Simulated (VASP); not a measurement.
SiC:

```
CELL_PARAMETERS angstrom
3.09500 0.00000 0.00000
-1.54750 2.68035 0.00000
0.00000 0.00000 15.17000
ATOMIC_POSITIONS crystal
Si 0.66667 0.33333 0.45830
Si 0.33333 0.66667 0.95830
Si 0.66667 0.33333 0.79170
Si 0.33333 0.66667 0.29170
Si 0.00000 0.00000 0.62500
Si 0.00000 0.00000 0.12500
C 0.66667 0.33333 0.33330
C 0.33333 0.66667 0.83330
C 0.66667 0.33333 0.66670
C 0.33333 0.66667 0.16670
C 0.00000 0.00000 0.50000
C 0.00000 0.00000 0.00000
```

Base run:

* Program: VASP 6.6.1
* Functional: BLYP
* Dispersion: D4
* Potentials or basis: VASP PAW PBE potentials, release 64 (Si, C)
* Cutoff: 520 eV
* k mesh: 10 × 10 × 2
* Occupations: fermi-dirac, width 0.05 eV
* Spin: no spin polarisation

Its results: band gap on the k mesh 2.33 eV (least direct gap 3.42 eV); pressure -3.1 GPa; largest force 0.145 eV/Å.

Question: The run is repeated on the same cell with these changes: functional from BLYP to PBEsol. What comes out?

Answer: Band gap on the k mesh 1.91 eV (least direct gap 3.01 eV); pressure -5.2 GPa; largest force 0.144 eV/Å.

PBEsol binds more tightly than BLYP, so the same cell stands under less pressure.

Caveats: the cell stands under tension; the PAW data sets were made with another functional, which shifts forces and pressure a little.

A k mesh can miss the band edges.
